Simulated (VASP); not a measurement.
Input of a VASP 6.6.1 run:

The input INCAR:

```
PREC = Accurate
ENCUT = 520
EDIFF = 1E-6
ISMEAR = 0
SIGMA = 0.2
LREAL = F
LASPH = T
NELM = 100
ALGO = Normal
ISIF = 2
LWAVE = F
LCHARG = T
GGA = PE
LELF = T
LVHAR = T
NBANDS = 46
```

The input KPOINTS:

```
regular mesh
0
Gamma
  6 6 2
```

File POSCAR:

```
LaScF2
1.0
    3.6745413284      0.0000000000      0.0000000000
    0.0000000000      3.6745413284      0.0000000000
    0.0000000000      0.0000000000     10.3199759513
La Sc F
2 2 4
Direct
    0.5000000000      0.5000000000      0.2500000000
    0.5000000000      0.5000000000      0.7500000000
    0.0000000000      0.0000000000      0.0000000000
    0.0000000000      0.0000000000      0.5000000000
    0.0000000000      0.0000000000      0.2500000000
    0.0000000000      0.0000000000      0.7500000000
    0.5000000000      0.5000000000      0.0000000000
    0.5000000000      0.5000000000      0.5000000000
```

Potentials or basis: VASP PAW PBE potentials, release 64 (La, Sc_sv, F).

Run with:

```console
$ cat potpaw_PBE.64/La/POTCAR potpaw_PBE.64/Sc_sv/POTCAR potpaw_PBE.64/F/POTCAR > POTCAR
$ mpirun -np 1 vasp_std > vasp.out
```

Task: Estimate the band gap on the k mesh.

Result: Zero (band 36 reaches 7.92 eV, above the bottom of band 37 at 7.05 eV).

Task: Estimate the pressure.

Result: 0.2 GPa.

Stress tensor (GPa, compression positive):
```
 0.27  0.00  0.00
 0.00  0.27  0.00
 0.00  0.00 -0.04
```

Caveat: spin-orbit coupling is left out, which moves the levels of the heavy elements.
